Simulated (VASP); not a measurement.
# MgSnSb2 (P-4m2) in VASP: further runs, part 2 of 2

VASP 6.6.1. Earlier steps stand in the parts before.

## (4) Relaxation of cell and atoms, PBE

This run uses another cell than the first one, of 32.11 Å³/atom.

Contents of INCAR:

```
SYSTEM = MgSnSb2
PREC = Accurate
ENCUT = 600
EDIFF = 1E-6
ISMEAR = -1
SIGMA = 0.02
LREAL = .FALSE.
LASPH = .TRUE.
NELM = 80
ALGO = Normal
ISIF = 3
LWAVE = .FALSE.
LCHARG = .FALSE.
GGA = PE
IBRION = 2
NSW = 80
EDIFFG = -0.005
```

Contents of KPOINTS:

```
regular mesh
0
G
  6 6 4
  0 0 0
```

Contents of POSCAR:

```
MgSnSb2
1.0
    4.4950586270      0.0000000000      0.0000000000
    0.0000000000      4.4950586270      0.0000000000
    0.0000000000      0.0000000000      6.3569728739
Mg Sb Sn
1 2 1
Direct
    0.0000000000      0.0000000000      0.0000000000
    0.0000000000      0.5000000000      0.2500000000
    0.5000000000      0.0000000000      0.7500000000
    0.5000000000      0.5000000000      0.5000000000
```

Potentials or basis: VASP PAW PBE potentials, release 64 (Mg, Sb, Sn_d).

Started as:

```console
cat potpaw_PBE.64/Mg/POTCAR potpaw_PBE.64/Sb/POTCAR potpaw_PBE.64/Sn_d/POTCAR > POTCAR
mpirun -np 1 vasp_std > vasp.out
```

OUTCAR:

```text
SYSTEM = MgSnSb2
   PREC = Accurate
   ENCUT = 600
   EDIFF = 1E-6
   ISMEAR = -1
   LREAL = .FALSE.
   LASPH = .TRUE.
   NELM = 80
   ISIF = 3
   GGA = PE
   IBRION = 2
   NSW = 80
   EDIFFG = -0.005

 ion  position               nearest neighbor table
   1  0.000  0.000  0.000-   2 2.75   3 2.75   2 2.75   3 2.75
   2  0.000  0.500  0.250-   1 2.75   4 2.75   1 2.75   4 2.75
   3  0.500  0.000  0.750-   1 2.75   4 2.75   4 2.75   1 2.75
   4  0.500  0.500  0.500-   2 2.75   3 2.75   3 2.75   2 2.75

  LATTYP: Found a simple tetragonal cell.
 ALAT       =     4.4950586270
 C/A-ratio  =     1.4142135624

  Lattice vectors:

 A1 = (   4.4950586270,   0.0000000000,   0.0000000000)
 A2 = (   0.0000000000,   4.4950586270,   0.0000000000)
 A3 = (   0.0000000000,   0.0000000000,   6.3569728739)

Analysis of symmetry for initial positions (statically):
=====================================================================
 Subroutine PRICEL returns:
 Original cell was already a primitive cell.

 Routine SETGRP: Setting up the symmetry group for a
 simple tetragonal supercell.

 Subroutine GETGRP returns: Found  8 space group operations
 (whereof  8 operations were pure point group operations)
 out of a pool of 16 trial point group operations.

The static configuration has the point symmetry D_2d.

Analysis of symmetry for dynamics (positions and initial velocities):
=====================================================================
 Subroutine PRICEL returns:
 Original cell was already a primitive cell.

 Routine SETGRP: Setting up the symmetry group for a
 simple tetragonal supercell.

 Subroutine GETGRP returns: Found  8 space group operations
 (whereof  8 operations were pure point group operations)
 out of a pool of 16 trial point group operations.

The dynamic configuration has the point symmetry D_2d.

 Subroutine INISYM returns: Found  8 space group operations
 (whereof  8 operations are pure point group operations),
 and found     1 'primitive' translations

----------------------------------------------------------------------------------------

                                     Primitive cell

  volume of cell :     128.4461

  direct lattice vectors                    reciprocal lattice vectors
     4.495058627  0.000000000  0.000000000     0.222466509  0.000000000  0.000000000
     0.000000000  4.495058627  0.000000000     0.000000000  0.222466509  0.000000000
     0.000000000  0.000000000  6.356972874     0.000000000  0.000000000  0.157307577

  length of vectors
     4.495058627  4.495058627  6.356972874     0.222466509  0.222466509  0.157307577

  position of ions in fractional coordinates (direct lattice)
     0.000000000  0.000000000  0.000000000
     0.000000000  0.500000000  0.250000000
     0.500000000  0.000000000  0.750000000
     0.500000000  0.500000000  0.500000000

  ion indices of the primitive-cell ions
   primitive index   ion index
                 1           1
                 2           2
                 3           3
                 4           4

----------------------------------------------------------------------------------------

 KPOINTS: regular mesh

Automatic generation of k-mesh.
[... 62 lines left out ...]
   LSORBIT =      F    spin-orbit coupling
   LASPH  =      T    aspherical Exc in radial PAW
   ENCUT  =  600.0 eV  44.10 Ry    6.64 a.u.   8.98  8.98 12.70*2*pi/ulx,y,z
   NELM   =     80;   NELMIN=  2; NELMDL= -5     # of ELM steps
   EDIFF  = 0.1E-05   stopping-criterion for ELM
   LREAL  =      F    real-space projection
   EDIFFG = -.5E-02   stopping-criterion for IOM
   NSW    =     80    number of steps for IOM
   IBRION =      2    ionic relax: 0-MD 1-quasi-New 2-CG
   NFREE  =      1    steps in history (QN), initial steepest desc. (CG)
   ISIF   =      3    stress and relaxation
   ISYM   =      2    0-nonsym 1-usesym 2-fastsym
   POTIM  = 0.5000    time-step for ionic-motion
   TEBEG  =    0.0;   TEEND  =   0.0 temperature during run
   PSTRESS=    0.0 pullay stress
   NELECT =      26.0000    total number of electrons
   NUPDOWN=      -1.0000    fix difference up-down
   EMIN   =  10.00;   EMAX   =-10.00  energy-range for DOS
   EFERMI =   0.00;   METHOD = LEGACY
   ISMEAR =    -1;   SIGMA  =   0.02  broadening in eV -4-tet -1-fermi 0-gaus
   EFERMI_NEDOS =   21; number of points for ismear=-14 and -15
   IALGO  =     38    algorithm
   IMIX   =      4    mixing-type and parameters
     AMIX     =   0.40;   BMIX     =  1.00
     AMIX_MAG =   1.60;   BMIX_MAG =  1.00
  volume/ion in A,a.u.               =      32.11       216.70
  Fermi-wavevector in a.u.,A,eV,Ry     =   0.961226  1.816454 12.571181  0.923956
  Thomas-Fermi vector in A             =   2.090580
   LORBIT       =      0    0 simple, 1 ext, 2 COOP (PROOUT), +10 PAW based schemes
   GGA     = PE    functional components
   LHFCALC =     F    Hartree Fock is set to
   AEXX    =    0.0000 exact exchange contribution
   IVDW    =     0    specifies the selected vdW correction
   LEPSILON=     F    determine dielectric tensor
   LRPA    =     F    only Hartree local field effects (RPA)
 conjugate gradient relaxation of ions
 non-spin polarized calculation
  energy-cutoff  :      600.00
  volume of cell :      128.45
 maximum number of plane-waves:      4328
 NGX is ok and might be reduce to    36
   NGX = 17   NGY = 17   NGZ = 25

--------------------------------------- Ionic step        1  -------------------------------------------

 number of electron      26.0000003 magnetization

 Free energy of the ion-electron system (eV)
  ---------------------------------------------------
  ext. energy  EPLUGINS =         0.00000000
  ---------------------------------------------------
  free energy    TOTEN  =       -13.84772475 eV

  energy without entropy =      -13.84661501  energy(sigma->0) =      -13.84716988

------------------------ aborting loop because EDIFF is reached ----------------------------------------

  FORCE on cell =-STRESS in cart. coord.  units (eV):
  Direction    XX          YY          ZZ          XY          YZ          ZX
  --------------------------------------------------------------------------------------
  -------------------------------------------------------------------------------------
  Total        4.0704371      4.0704371      4.6842866      0.0000000      0.0000000     -0.0000000
  in kB       50.7727338     50.7727338     58.4296063      0.0000000      0.0000000     -0.0000000
  external PRESSURE =      53.3250246 kB  Pullay stress =       0.0000000 kB
[... 95 lines left out ...]
  FREE ENERGIE OF THE ION-ELECTRON SYSTEM (eV)
  ---------------------------------------------------
  free  energy   TOTEN  =       -14.1015720156 eV

  energy  without entropy=      -14.1006338300  energy(sigma->0) =      -14.10110292

[... ionic steps 4 to 15 ...]

--------------------------------------- Ionic step       16  -------------------------------------------

 number of electron      25.9999985 magnetization

------------------------ aborting loop because EDIFF is reached ----------------------------------------
[... 71 lines left out ...]
--------------------------------------- Ionic step       18  -------------------------------------------

 number of electron      25.9999985 magnetization

 Free energy of the ion-electron system (eV)
  ---------------------------------------------------
  ext. energy  EPLUGINS =         0.00000000
  ---------------------------------------------------
  free energy    TOTEN  =       -14.10808769 eV

  energy without entropy =      -14.10717861  energy(sigma->0) =      -14.10763315

 E-fermi :   3.5817     XC(G=0):  -8.1347

 val. band max:        3.5661482306   @ k =   0.1667   0.0000   0.0000
 cond. band min:       3.6198281764   @ k =   0.0000   0.0000   0.0000
 fundamental gap:      0.0536799458
 Fermi energy:         3.5817331893

 k-point     1 :       0.0000    0.0000    0.0000
  band No.  band energies     occupation
      1     -17.9297      2.00000
      2     -17.9296      2.00000
      3     -17.9296      2.00000
      4     -17.9136      2.00000
      5     -17.8950      2.00000
      6      -6.7438      2.00000
[... 457 lines left out ...]
      4     -17.9116      2.00000
      5     -17.8964      2.00000
      6      -5.8792      2.00000
[... 9 lines left out ...]
     16       6.4886      0.00000
     17       6.9402      0.00000

 [... further k-points ...]

------------------------ aborting loop because EDIFF is reached ----------------------------------------

  FORCE on cell =-STRESS in cart. coord.  units (eV):
  Direction    XX          YY          ZZ          XY          YZ          ZX
  --------------------------------------------------------------------------------------
  -------------------------------------------------------------------------------------
  Total       -0.0075366     -0.0075366     -0.0110076      0.0000000      0.0000000     -0.0000000
  in kB       -0.0843544     -0.0843544     -0.1232044      0.0000000      0.0000000     -0.0000000
  external PRESSURE =      -0.0973044 kB  Pullay stress =       0.0000000 kB
[... 19 lines left out ...]
  FREE ENERGIE OF THE ION-ELECTRON SYSTEM (eV)
  ---------------------------------------------------
  free  energy   TOTEN  =       -14.1080876886 eV

  energy  without entropy=      -14.1071786077  energy(sigma->0) =      -14.10763315

 reached required accuracy - stopping structural energy minimisation
```

Wall time 9.5 min (1 thread of AMD EPYC 9755, shared host); peak memory 0.3 GiB.

Results:

- Free energy: -14.1081 eV
- Relaxed volume: 35.79 Å³/atom
- Relaxed cell: a = 4.658 Å, b = 4.658 Å, c = 6.597 Å, α = 90.00°, β = 90.00°, γ = 90.00°
- Space group after relaxing (to 0.1 Å): P-4m2 (No. 115)
- Energy gained by relaxing: 65.1 meV/atom
- Ionic steps: 18
- Pressure after relaxing: 0.0 GPa
- Largest force after relaxing: 0.005 eV/Å
- Band gap on the k mesh: zero (bands 13 and 14 overlap by 0.19 eV)

Forces on the atoms (eV/Å):
```
Mg   0.000  0.000  0.000
Sb   0.000  0.000 -0.005
Sb   0.000  0.000  0.005
Sn   0.000  0.000  0.000
```

The path:
```
step  energy change (eV)  largest force (eV/Å)  pressure (GPa)  volume (Å³)
   1              0.0000                0.7622            5.33       128.45
   2             -0.2310                0.0826           -1.35       149.35
   3             -0.2538                0.2125           -0.10       143.91
   4             -0.2538                0.2043           -0.19       144.23
   5             -0.2576                0.1261           -0.13       143.85
   6             -0.2598                0.0095           -0.05       143.30
   7             -0.2599                0.0039           -0.04       143.27
   8             -0.2601                0.0081            0.02       143.04
   9             -0.2602                0.0111            0.06       142.89
  10             -0.2601                0.0168            0.14       142.59
  11             -0.2602                0.0125            0.08       142.81
  12             -0.2603                0.0094            0.02       143.02
  13             -0.2604                0.0077           -0.01       143.14
  14             -0.2604                0.0077           -0.01       143.13
  15             -0.2604                0.0086            0.01       143.08
  16             -0.2604                0.0080            0.00       143.12
  17             -0.2604                0.0081            0.01       143.13
  18             -0.2604                0.0049           -0.01       143.14
```

Final structure:
```yaml
crystal:
  lattice:
    - [4.65799, 0.00000, 0.00000]
    - [0.00000, 4.65799, 0.00000]
    - [0.00000, 0.00000, 6.59749]
  atoms:
    - { symbol: Mg, position: [0.00000, 0.00000, 0.00000] }
    - { symbol: Sb, position: [0.00000, 0.50000, 0.24113] }
    - { symbol: Sb, position: [0.50000, 0.00000, 0.75887] }
    - { symbol: Sn, position: [0.50000, 0.50000, 0.50000] }
```

Levels at points of the mesh, in eV from the Fermi level:
```csv
k point,band 10,band 11,band 12,band 13,band 14,band 15,band 16,band 17
"(0.00, 0.00, 0.00)",-2.09,-0.33,-0.30,0.04,0.04,1.22,2.50,2.92
"(0.50, 0.00, 0.00)",-2.54,-2.46,-1.50,-0.35,1.12,3.40,3.47,3.61
"(0.50, 0.50, 0.00)",-2.66,-2.03,-2.03,-1.16,0.46,1.42,1.42,2.82
"(0.00, 0.00, 0.50)",-1.78,-1.78,-0.71,-0.71,1.08,1.16,3.27,3.56
"(0.50, 0.00, 0.50)",-1.44,-1.29,-0.64,-0.32,-0.15,2.22,2.91,3.36
"(0.50, 0.50, 0.50)",-2.98,-2.40,-2.40,-1.87,2.46,3.54,3.54,3.97
```

Caveat: semilocal functionals underestimate gaps, and a narrow one can read as zero; spin-orbit coupling is left out, which moves the levels of the heavy elements.

## (5) Relaxation of cell and atoms, PBEsol

Contents of INCAR:

```
PREC     = Accurate       # precision mode
ENCUT    = 600            # plane-wave cutoff, eV
EDIFF    = 1E-7           # SCF threshold, eV
ISMEAR   = -1             # smearing method
SIGMA    = 0.02           # smearing width, eV
LREAL    = F              # projectors in reciprocal space
LASPH    = T              # aspherical terms in the spheres
NELM     = 60             # most SCF steps
ALGO     = Normal         # electronic algorithm
ISIF     = 3              # what is computed and relaxed
LWAVE    = F              # write WAVECAR
LCHARG   = F              # write CHGCAR
GGA      = PS             # functional
IBRION   = 2              # ionic algorithm
NSW      = 80             # ionic steps
EDIFFG   = -0.005         # ionic threshold
```

Contents of KPOINTS:

```
Automatic mesh
0
Gamma
  6 6 4
```

Contents of POSCAR:

```
MgSnSb2
1.0
    4.6604181293      0.0000000000      0.0000000000
    0.0000000000      4.6604181293      0.0000000000
    0.0000000000      0.0000000000      6.5849641905
Mg Sb Sn
1 2 1
Direct
    0.0000000000      0.0000000000      0.0000000000
    0.0000000000      0.5000000000      0.2409839050
    0.5000000000      0.0000000000      0.7590160950
    0.5000000000      0.5000000000      0.5000000000
```

Started as:

```console
cat potpaw_PBE.64/Mg/POTCAR potpaw_PBE.64/Sb/POTCAR potpaw_PBE.64/Sn_d/POTCAR > POTCAR
mpirun -np 1 vasp_std > vasp.out
```

Wall time 12 min (1 thread of AMD EPYC 9755, shared host); peak memory 0.33 GiB.

The run converged. Its results:

```
Free energy                           : -15.3709 eV
Relaxed volume                        : 34.36 Å³/atom
Relaxed cell                          : a = 4.590 Å, b = 4.590 Å, c = 6.526 Å, α = 90.00°, β = 90.00°, γ = 90.00°
Space group after relaxing (to 0.1 Å) : P-4m2 (No. 115)
Energy gained by relaxing             : 6.8 meV/atom
Ionic steps                           : 10
Pressure after relaxing               : 0.0 GPa
Band gap on the k mesh                : zero (bands 13 and 14 overlap by 0.21 eV)
```

Step by step:
```tsv
step	energy change (eV)	largest force (eV/Å)	pressure (GPa)	volume (Å³)
1	0.0000	0.1001	-1.47	143.02
2	-0.0259	0.0042	0.34	136.33
3	-0.0271	0.0148	0.01	137.43
4	-0.0271	0.0167	-0.03	137.54
5	-0.0272	0.0145	-0.02	137.54
6	-0.0273	0.0075	-0.03	137.55
7	-0.0272	0.0065	-0.03	137.57
8	-0.0273	0.0033	-0.02	137.56
9	-0.0273	0.0014	0.04	137.38
10	-0.0273	0.0006	0.00	137.46
```

Final structure:
```
CELL_PARAMETERS angstrom
4.58958 0.00000 0.00000
0.00000 4.58958 0.00000
0.00000 0.00000 6.52570
ATOMIC_POSITIONS crystal
Mg 0.00000 0.00000 0.00000
Sb 0.00000 0.50000 0.24222
Sb 0.50000 0.00000 0.75778
Sn 0.50000 0.50000 0.50000
```

Levels at points of the mesh, in eV from the Fermi level:
```
           k point  band 11  band 12  band 13  band 14  band 15  band 16
(0.00, 0.00, 0.00)    -0.32    -0.29     0.04     0.04     1.10     2.48
(0.50, 0.00, 0.00)    -2.64    -1.59    -0.36     1.13     3.38     3.52
(0.50, 0.50, 0.00)    -2.16    -2.16    -1.26     0.38     1.27     1.27
(0.00, 0.00, 0.50)    -1.91    -0.75    -0.75     1.07     1.08     3.17
(0.50, 0.00, 0.50)    -1.36    -0.69    -0.33    -0.18     2.25     2.91
(0.50, 0.50, 0.50)    -2.57    -2.57    -2.03     2.56     3.53     3.53
```

Caveat: semilocal functionals underestimate gaps, and a narrow one can read as zero; the PAW data sets were made with another functional, which shifts forces and pressure a little; spin-orbit coupling is left out, which moves the levels of the heavy elements.

## (6) Overview

| task | level | cell | cutoff (eV) | gap on the mesh (eV) | pressure (GPa) | relaxed volume (Å³/atom) | largest force (eV/Å) |
| --- | --- | --- | --- | --- | --- | --- | --- |
| single point | PBE | a = 4.660, b = 4.660, c = 6.585 Å, 4 atoms, atomic positions A | 520 | none | 0.0 | - | 0.01 |
| single point | r2SCAN | a = 4.600, b = 4.600, c = 6.555 Å, 4 atoms, atomic positions B | 520 | none | 0.0 | - | 0.02 |
| relaxation of cell and atoms | PBE | relaxed from a = 4.495, b = 4.495, c = 6.357 Å, 4 atoms, atomic positions C | 600 | none | 0.0 | 35.79 | - |
| relaxation of cell and atoms | PBEsol | relaxed from a = 4.660, b = 4.660, c = 6.585 Å, 4 atoms, atomic positions A | 600 | none | 0.0 | 34.36 | - |

Alike in all rows: potentials or basis VASP PAW PBE potentials, release 64 (Mg, Sb, Sn_d); no spin polarisation; k mesh 6 × 6 × 4; smearing fermi-dirac 0.02 eV.

Caveats: semilocal functionals underestimate gaps, and a narrow one can read as zero; spin-orbit coupling is left out, which moves the levels of the heavy elements; the PAW data sets were made with another functional, which shifts forces and pressure a little (at least some runs).

Total energies depend on the potentials used, so only differences within one code and one set of settings carry meaning.

The gap in the log of VASP goes by the Fermi energy; the results here count the filled bands.